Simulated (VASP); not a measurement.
Set up this calculation in VASP 6.6.1, as the native input.

- Task: single point
- Functional: PBE
- Potentials or basis: VASP PAW PBE potentials, release 64 (Eu, O)
- Cutoff: 600 eV
- k mesh: 12 × 12 × 12
- Occupations: gaussian, width 0.05 eV
- Spin: collinear spin, ferromagnetic start
- Starting moments: [7.0, 0.0] μB
- Dipole correction: no
- Further INCAR settings: ALGO = Normal; EDIFF = 1e-06; NBANDS = 22

The structure of EuO lies in POSCAR:

```
EuO
1.0
    0.0000000000      2.5719500000      2.5719500000
    2.5719500000      0.0000000000      2.5719500000
    2.5719500000      2.5719500000      0.0000000000
Eu O
1 1
Direct
    0.0000000000      0.0000000000      0.0000000000
    0.5000000000      0.5000000000      0.5000000000
```

One way to write it, as run:

INCAR

```
SYSTEM = EuO
  PREC = Accurate
  ENCUT = 600
  EDIFF = 1E-6
  ISMEAR = 0
  SIGMA = 0.05
  LREAL = .FALSE.
  LASPH = .TRUE.
  NELM = 200
  ALGO = Normal
  ISIF = 2
  LWAVE = .FALSE.
  LCHARG = .FALSE.
  ISPIN = 2
  MAGMOM = 7 0
  LORBIT = 11
  LMAXMIX = 6
  GGA = PE
  NBANDS = 22
  GGA_COMPAT = .FALSE.
```

KPOINTS

```
regular mesh
0
G
  12 12 12
  0 0 0
```

Potentials or basis: VASP PAW PBE potentials, release 64 (Eu, O).

The run is started by

```bash
$ cat potpaw_PBE.64/Eu/POTCAR potpaw_PBE.64/O/POTCAR > POTCAR
$ mpirun -np 1 vasp_std > vasp.out
```

Results of the run:

| Property | Result |
| --- | --- |
| Pressure | -4.4 GPa |
| Band gap on the k mesh | zero (filled and empty bands overlap) |
| Net moment | 6.97 μB per cell |
| Site moments | Eu +6.59; O -0.10 μB |
| Valence electrons inside the program's atomic spheres | Eu 14.80; O 4.94 |

Caveat: spin-orbit coupling is left out, which moves the levels of the heavy elements; a cell with one magnetic atom can't hold antiferromagnetic order, which such compounds often take; without U or exact exchange the open f shell lies at the Fermi level, which spoils levels, moments and volumes.

Run time: 100 s on 1 thread of AMD EPYC 9R45 96-Core Processor (Zen 5), on a shared host, peak memory 0.25 GiB.
